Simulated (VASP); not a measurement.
# TiSi2 (Immm) in VASP: further runs

TiSi2 is run at these levels: PBEsol; tasks: relaxation of cell and atoms.

Program: VASP 6.6.1. These are calculated values, not measurements. Logs are shortened: lines on timing, memory, paths and dates and some standing lists are left out, and cuts for length are marked.

### Step 1. The cell of the first run

It takes space group Immm (No. 71, orthorhombic). The conventional cell has a = 2.946 Å, b = 3.424 Å, c = 8.424 Å, α = 90.00°, β = 90.00°, γ = 90.00°. Ti (site symmetry mmm) has 10 Si at 2.67 to 2.78 Å and 4 Ti at 2.95 to 3.42 Å within 3.5 Å. Si (site symmetry mm2) has 9 Si at 2.63 to 3.42 Å and 5 Ti at 2.67 to 2.78 Å within 3.5 Å.

### Step 2. Relaxation of cell and atoms, PBEsol

Contents of INCAR:

```
ALGO     = Normal         # electronic algorithm
EDIFF    = 1E-6           # SCF threshold, eV
EDIFFG   = -0.005         # ionic threshold
ENCUT    = 600            # plane-wave cutoff, eV
GGA      = PS             # functional
IBRION   = 2              # ionic algorithm
ISIF     = 3              # what is computed and relaxed
ISMEAR   = -1             # smearing method
LASPH    = T              # aspherical terms in the spheres
LCHARG   = F              # write CHGCAR
LREAL    = F              # projectors in reciprocal space
LWAVE    = F              # write WAVECAR
NELM     = 100            # most SCF steps
NSW      = 80             # ionic steps
PREC     = Accurate       # precision mode
SIGMA    = 0.05           # smearing width, eV
```

Contents of KPOINTS:

```
k-points
0
Gamma
  12 12 12
```

Contents of POSCAR:

```
TiSi2
1.0
   -1.4728720000      1.7121300000      4.2120830000
    1.4728720000     -1.7121300000      4.2120830000
    1.4728720000      1.7121300000     -4.2120830000
Ti Si
1 2
Direct
    0.0000000000      0.0000000000      0.0000000000
    0.6700780000      0.6700780000      0.0000000000
    0.3299220000      0.3299220000      0.0000000000
```

Potentials or basis: VASP PAW PBE potentials, release 64 (Ti_sv, Si).

On the command line:

```
$ cat potpaw_PBE.64/Ti_sv/POTCAR potpaw_PBE.64/Si/POTCAR > POTCAR
$ mpirun -np 1 vasp_std > vasp.out
```

OUTCAR:

```text
EDIFF = 1E-6
   EDIFFG = -0.005
   ENCUT = 600
   GGA = PS
   IBRION = 2
   ISIF = 3
   ISMEAR = -1
   LASPH = T
   LREAL = F
   NELM = 100
   NSW = 80
   PREC = Accurate

 ion  position               nearest neighbor table
   1  0.000  0.000  0.000-   2 2.67   2 2.67   2 2.67   3 2.67   2 2.67   3 2.67   3 2.67   3 2.67
                             2 2.78   3 2.78
   2  0.670  0.670  0.000-   3 2.63   3 2.63   3 2.63   3 2.63   1 2.67   1 2.67   1 2.67   1 2.67
                             1 2.78   3 2.87
   3  0.330  0.330  0.000-   2 2.63   2 2.63   2 2.63   2 2.63   1 2.67   1 2.67   1 2.67   1 2.67
                             1 2.78   2 2.87

  LATTYP: Found a body centered orthorhombic cell.
 ALAT       =     2.9457440000
 B/A-ratio  =     1.1624431723
 C/A-ratio  =     2.8597753233

  Lattice vectors:

 A1 = (  -1.4728720000,   1.7121300000,   4.2120830000)
 A2 = (   1.4728720000,  -1.7121300000,   4.2120830000)
 A3 = (   1.4728720000,   1.7121300000,  -4.2120830000)

Analysis of symmetry for initial positions (statically):
=====================================================================
 Subroutine PRICEL returns:
 Original cell was already a primitive cell.

 Routine SETGRP: Setting up the symmetry group for a
 body centered orthorhombic supercell.

 Subroutine GETGRP returns: Found  8 space group operations
 (whereof  8 operations were pure point group operations)
 out of a pool of  8 trial point group operations.

The static configuration has the point symmetry D_2h.

Analysis of symmetry for dynamics (positions and initial velocities):
=====================================================================
 Subroutine PRICEL returns:
 Original cell was already a primitive cell.

 Routine SETGRP: Setting up the symmetry group for a
 body centered orthorhombic supercell.

 Subroutine GETGRP returns: Found  8 space group operations
 (whereof  8 operations were pure point group operations)
 out of a pool of  8 trial point group operations.

The dynamic configuration has the point symmetry D_2h.

 Subroutine INISYM returns: Found  8 space group operations
 (whereof  8 operations are pure point group operations),
 and found     1 'primitive' translations

----------------------------------------------------------------------------------------

                                     Primitive cell

  volume of cell :      42.4873

  direct lattice vectors                    reciprocal lattice vectors
    -1.472872000  1.712130000  4.212083000     0.000000000  0.292033899  0.118706113
     1.472872000 -1.712130000  4.212083000     0.339472812  0.000000000  0.118706113
     1.472872000  1.712130000 -4.212083000     0.339472812  0.292033899  0.000000000

  length of vectors
     4.779370698  4.779370698  4.779370698     0.315237909  0.359628880  0.447800836

  position of ions in fractional coordinates (direct lattice)
[... 81 lines left out ...]
   EDIFF  = 0.1E-05   stopping-criterion for ELM
   LREAL  =      F    real-space projection
   EDIFFG = -.5E-02   stopping-criterion for IOM
   NSW    =     80    number of steps for IOM
   IBRION =      2    ionic relax: 0-MD 1-quasi-New 2-CG
   NFREE  =      1    steps in history (QN), initial steepest desc. (CG)
   ISIF   =      3    stress and relaxation
   ISYM   =      2    0-nonsym 1-usesym 2-fastsym
   POTIM  = 0.5000    time-step for ionic-motion
   TEBEG  =    0.0;   TEEND  =   0.0 temperature during run
   PSTRESS=    0.0 pullay stress
   NELECT =      20.0000    total number of electrons
   NUPDOWN=      -1.0000    fix difference up-down
   EMIN   =  10.00;   EMAX   =-10.00  energy-range for DOS
   EFERMI =   0.00;   METHOD = LEGACY
   ISMEAR =    -1;   SIGMA  =   0.05  broadening in eV -4-tet -1-fermi 0-gaus
   EFERMI_NEDOS =   21; number of points for ismear=-14 and -15
   IALGO  =     38    algorithm
   IMIX   =      4    mixing-type and parameters
     AMIX     =   0.40;   BMIX     =  1.00
     AMIX_MAG =   1.60;   BMIX_MAG =  1.00
  volume/ion in A,a.u.               =      14.16        95.57
  Fermi-wavevector in a.u.,A,eV,Ry     =   1.273499  2.406564 22.065925  1.621800
  Thomas-Fermi vector in A             =   2.406319
   LORBIT       =      0    0 simple, 1 ext, 2 COOP (PROOUT), +10 PAW based schemes
   GGA     = PS    functional components
   LHFCALC =     F    Hartree Fock is set to
   AEXX    =    0.0000 exact exchange contribution
   IVDW    =     0    specifies the selected vdW correction
   LEPSILON=     F    determine dielectric tensor
   LRPA    =     F    only Hartree local field effects (RPA)
 conjugate gradient relaxation of ions
 non-spin polarized calculation
  energy-cutoff  :      600.00
  volume of cell :       42.49
 maximum number of plane-waves:      1438
 NGX is ok and might be reduce to    40
   NGX = 19   NGY = 19   NGZ = 19

--------------------------------------- Ionic step        1  -------------------------------------------

 number of electron      20.0000000 magnetization

 Free energy of the ion-electron system (eV)
  ---------------------------------------------------
  ext. energy  EPLUGINS =         0.00000000
  ---------------------------------------------------
  free energy    TOTEN  =       -21.33391953 eV

  energy without entropy =      -21.32273404  energy(sigma->0) =      -21.32832679

 E-fermi :   9.9134     XC(G=0): -11.7786

 val. band max:        9.9112933018   @ k =   0.5000   0.5000   0.3333
 cond. band min:       9.9171907228   @ k =   0.5000   0.1667  -0.0000
 fundamental gap:      0.0058974210
 Fermi energy:         9.9134214410

 k-point     1 :       0.0000    0.0000    0.0000
  band No.  band energies     occupation
      1     -46.1094      2.00000
      2     -22.5440      2.00000
      3     -22.5212      2.00000
      4     -22.2678      2.00000
      5      -2.6331      2.00000
      6       5.1736      2.00000
      7       5.7899      2.00000
      8       7.7720      2.00000
      9       9.2879      1.99999
     10      10.6734      0.00000
     11      11.9546      0.00000
     12      12.3179      0.00000
     13      13.0594      0.00000
     14      13.6871      0.00000
[... 649 lines left out ...]
--------------------------------------- Ionic step        8  -------------------------------------------

 number of electron      20.0000000 magnetization

 Free energy of the ion-electron system (eV)
  ---------------------------------------------------
  ext. energy  EPLUGINS =         0.00000000
  ---------------------------------------------------
  free energy    TOTEN  =       -21.34635998 eV

  energy without entropy =      -21.33562612  energy(sigma->0) =      -21.34099305

 E-fermi :  10.1995     XC(G=0): -11.8887

 val. band max:       10.1928888800   @ k =  -0.4167   0.4167   0.3333
 cond. band min:      10.2008804396   @ k =   0.4167   0.1667   0.0000
 fundamental gap:      0.0079915596
 Fermi energy:        10.1995085602

 k-point     1 :       0.0000    0.0000    0.0000
  band No.  band energies     occupation
      1     -45.7284      2.00000
      2     -22.1700      2.00000
      3     -22.1471      2.00000
      4     -21.8879      2.00000
      5      -2.4796      2.00000
      6       5.3603      2.00000
      7       6.1724      2.00000
      8       8.0479      2.00000
      9       9.5473      2.00000
     10      10.9627      0.00000
     11      12.3389      0.00000
     12      12.6642      0.00000
     13      13.4102      0.00000
     14      14.1485      0.00000
[... 421 lines left out ...]
  FREE ENERGIE OF THE ION-ELECTRON SYSTEM (eV)
  ---------------------------------------------------
  free  energy   TOTEN  =       -21.3463599810 eV

  energy  without entropy=      -21.3356261170  energy(sigma->0) =      -21.34099305

 reached required accuracy - stopping structural energy minimisation
```

Wall time 20 min (1 thread of Intel Xeon Platinum 8488C (Sapphire Rapids), shared host); peak memory 0.4 GiB.

Results:

```yaml
Free_energy: -21.3464 eV
Relaxed_volume: 13.82 Å³/atom
Relaxed_cell: a = 4.730 Å, b = 4.730 Å, c = 4.730 Å, α = 143.92°, β = 137.90°, γ = 56.62°
Space_group_after_relaxing_to_0.1_Å: Immm (No. 71)
Energy_gained_by_relaxing: 4.1 meV/atom
Ionic_steps: 8
Pressure_after_relaxing: 0.0 GPa
Band_gap_on_the_k_mesh: zero (bands 10 and 11 overlap by 2.39 eV)
```

Step by step:
```
step  energy change (eV)  largest force (eV/Å)  pressure (GPa)  volume (Å³)
   1              0.0000                0.0665           -3.51        42.49
   2             -0.0040                0.0094            3.21        40.61
   3             -0.0122                0.0359            0.05        41.44
   4             -0.0122                0.0367            0.01        41.46
   5             -0.0124                0.0233           -0.04        41.47
   6             -0.0124                0.0077           -0.06        41.48
   7             -0.0124                0.0002            0.03        41.45
   8             -0.0124                0.0001            0.00        41.45
```

Final structure:
```
Ti Si
1.0
    -1.46471    1.69893    4.16430
     1.46471   -1.69893    4.16430
     1.46471    1.69893   -4.16430
Ti Si
1 2
Direct
  0.00000 0.00000 0.00000
  0.66939 0.66939 0.00000
  0.33061 0.33061 0.00000
```

Levels at points of the mesh, in eV from the Fermi level:
| k point | band 6 | band 7 | band 8 | band 9 | band 10 | band 11 | band 12 | band 13 | band 14 |
| --- | --- | --- | --- | --- | --- | --- | --- | --- | --- |
| (0.00, 0.00, 0.00) | -4.84 | -4.03 | -2.15 | -0.65 | 0.76 | 2.14 | 2.46 | 3.21 | 3.95 |
| (0.50, 0.00, 0.00) | -9.17 | -4.36 | -3.76 | -0.69 | 0.94 | 2.09 | 2.67 | 3.70 | 4.15 |
| (0.00, 0.50, 0.00) | -8.20 | -3.63 | -3.42 | -0.98 | -0.45 | 0.99 | 2.88 | 3.53 | 4.14 |
| (0.50, 0.50, 0.00) | -5.36 | -5.11 | -4.60 | -2.93 | -1.32 | -0.65 | 2.92 | 3.02 | 3.26 |
| (0.50, 0.50, 0.50) | -8.93 | -1.31 | -1.25 | -0.35 | 0.49 | 2.03 | 2.51 | 2.52 | 3.92 |

Caveat: the PAW data sets were made with another functional, which shifts forces and pressure a little.

### Step 3. Relaxation of cell and atoms, PBEsol, target pressure 5 GPa, at which the enthalpy is minimised

Contents of INCAR:

```
SYSTEM = TiSi2
ALGO     = Normal         ! electronic algorithm
EDIFF    = 1E-7           ! SCF threshold, eV
EDIFFG   = -0.005         ! ionic threshold
ENCUT    = 600            ! plane-wave cutoff, eV
GGA      = PS             ! functional
IBRION   = 2              ! ionic algorithm
ISIF     = 3              ! what is computed and relaxed
ISMEAR   = -1             ! smearing method
LASPH    = .TRUE.         ! aspherical terms in the spheres
LCHARG   = .FALSE.        ! write CHGCAR
LREAL    = .FALSE.        ! projectors in reciprocal space
LWAVE    = .FALSE.        ! write WAVECAR
NELM     = 60             ! most SCF steps
NSW      = 80             ! ionic steps
PREC     = Accurate       ! precision mode
PSTRESS  = 50.0         
SIGMA    = 0.05           ! smearing width, eV
```

Contents of KPOINTS:

```
k-points
0
G
  12 12 12
  0 0 0
```

POSCAR is that of step 2.

Potentials or basis: VASP PAW PBE potentials, release 64 (Ti_sv, Si).

On the command line:

```
$ cat potpaw_PBE.64/Ti_sv/POTCAR potpaw_PBE.64/Si/POTCAR > POTCAR
$ mpirun -np 1 vasp_std > vasp.out
```

Wall time 16 min (1 thread of Intel Xeon Platinum 8488C (Sapphire Rapids), shared host); peak memory 0.4 GiB.

It converged, with:

```
Free energy                                                : -21.3265 eV
Relaxed volume                                             : 13.39 Å³/atom
Relaxed cell                                               : a = 4.685 Å, b = 4.685 Å, c = 4.685 Å, α = 144.05°, β = 137.89°, γ = 56.53°
Space group after relaxing (to 0.1 Å)                      : Immm (No. 71)
Energy change on relaxing (the run minimises the enthalpy) : +2.5 meV/atom
Ionic steps                                                : 7
Pressure after relaxing                                    : 5.0 GPa
Band gap on the k mesh                                     : zero (bands 10 and 11 overlap by 2.49 eV)
```

The path:
```tsv
step	energy change (eV)	largest force (eV/Å)	pressure (GPa)	volume (Å³)
1	0.0000	0.0665	-3.52	42.49
2	0.1413	0.0384	15.46	38.02
3	0.0066	0.0161	4.91	40.19
4	0.0080	0.0150	5.10	40.14
5	0.0065	0.0097	4.91	40.19
6	0.0062	0.0085	4.87	40.20
7	0.0074	0.0015	5.02	40.16
```

Final structure:
```
Ti Si
1.0
    -1.44558    1.68301    4.12624
     1.44558   -1.68301    4.12624
     1.44558    1.68301   -4.12624
Ti Si
1 2
Direct
  0.00000 0.00000 0.00000
  0.66971 0.66971 0.00000
  0.33029 0.33029 0.00000
```

Levels at points of the mesh, in eV from the Fermi level:
```
           k point  band 6  band 7  band 8  band 9  band 10  band 11  band 12  band 13  band 14
(0.00, 0.00, 0.00)   -4.97   -4.03   -2.25   -0.70     0.84     2.14     2.57     3.31     4.10
(0.50, 0.00, 0.00)   -9.36   -4.45   -3.83   -0.73     1.01     2.17     2.77     3.85     4.23
(0.00, 0.50, 0.00)   -8.32   -3.67   -3.48   -1.02    -0.48     0.99     2.92     3.68     4.27
(0.50, 0.50, 0.00)   -5.54   -5.24   -4.56   -3.00    -1.39    -0.62     3.04     3.14     3.34
(0.50, 0.50, 0.50)   -9.06   -1.40   -1.30   -0.40     0.48     2.12     2.63     2.68     4.01
```

Caveat: the cell is relaxed towards a set pressure, so the run minimises the enthalpy, not the energy; the PAW data sets were made with another functional, which shifts forces and pressure a little.
